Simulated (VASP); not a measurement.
Here is a VASP 6.6.1 calculation.

Contents of INCAR:

```
PREC = Accurate
ENCUT = 520
EDIFF = 1E-6
ISMEAR = -1
SIGMA = 0.01
LREAL = Auto
LASPH = T
NELM = 100
ALGO = Normal
ISIF = 2
LWAVE = F
LCHARG = F
GGA = PE
NBANDS = 144
NELECT = 222.0
```

KPOINTS

```
Automatic mesh
0
Gamma
  3 3 3
```

The input POSCAR:

```
NaMg26O27
1.0
    0.0000000000      6.3255000000      6.3255000000
    6.3255000000      0.0000000000      6.3255000000
    6.3255000000      6.3255000000      0.0000000000
Na Mg O
1 26 27
Direct
    0.0000000000      0.0000000000      0.0000000000
    0.0000000000      0.0000000000      0.3306483073
    0.0000000000      0.0000000000      0.6693516927
    0.0000000000      0.3306483073      0.0000000000
   -0.0003772862      0.3334590954      0.3334590954
    0.0000000000      0.3306483073      0.6693516927
    0.0000000000      0.6693516927      0.0000000000
    0.0000000000      0.6693516927      0.3306483073
    0.0003772862      0.6665409046      0.6665409046
    0.3306483073      0.0000000000      0.0000000000
    0.3334590954     -0.0003772862      0.3334590954
    0.3306483073      0.0000000000      0.6693516927
    0.3334590954      0.3334590954     -0.0003772862
    0.3334590954      0.3334590954      0.3334590954
    0.3337324155      0.3337324155      0.6662675845
    0.3306483073      0.6693516927      0.0000000000
    0.3337324155      0.6662675845      0.3337324155
    0.3337324155      0.6662675845      0.6662675845
    0.6693516927      0.0000000000      0.0000000000
    0.6693516927      0.0000000000      0.3306483073
    0.6665409046      0.0003772862      0.6665409046
    0.6693516927      0.3306483073      0.0000000000
    0.6662675845      0.3337324155      0.3337324155
    0.6662675845      0.3337324155      0.6662675845
    0.6665409046      0.6665409046      0.0003772862
    0.6662675845      0.6662675845      0.3337324155
    0.6665409046      0.6665409046      0.6665409046
    0.1669873939      0.1669873939      0.1669873939
    0.1669873939      0.1669873939      0.4990378182
    0.1746637320      0.1746637320      0.8253362680
    0.1669873939      0.4990378182      0.1669873939
    0.1665204422      0.5000000000      0.5000000000
    0.1665204422      0.5000000000      0.8334795578
    0.1746637320      0.8253362680      0.1746637320
    0.1665204422      0.8334795578      0.5000000000
    0.1746637320      0.8253362680      0.8253362680
    0.4990378182      0.1669873939      0.1669873939
    0.5000000000      0.1665204422      0.5000000000
    0.5000000000      0.1665204422      0.8334795578
    0.5000000000      0.5000000000      0.1665204422
    0.5000000000      0.5000000000      0.5000000000
    0.5000000000      0.5000000000      0.8334795578
    0.5000000000      0.8334795578      0.1665204422
    0.5000000000      0.8334795578      0.5000000000
    0.5009621818      0.8330126061      0.8330126061
    0.8253362680      0.1746637320      0.1746637320
    0.8334795578      0.1665204422      0.5000000000
    0.8253362680      0.1746637320      0.8253362680
    0.8334795578      0.5000000000      0.1665204422
    0.8334795578      0.5000000000      0.5000000000
    0.8330126061      0.5009621818      0.8330126061
    0.8253362680      0.8253362680      0.1746637320
    0.8330126061      0.8330126061      0.5009621818
    0.8330126061      0.8330126061      0.8330126061
```

Potentials or basis: VASP PAW PBE potentials, release 64 (Na_pv, Mg, O).

The run is started by

```sh
$ cat potpaw_PBE.64/Na_pv/POTCAR potpaw_PBE.64/Mg/POTCAR potpaw_PBE.64/O/POTCAR > POTCAR
$ mpirun -np 1 vasp_std > vasp.out
```

(1) What does it give for the largest force?

Answers

(1) 0.047 eV/Å.

Caveat: the cell carries a net charge on a neutralising background, which shifts energy and pressure.
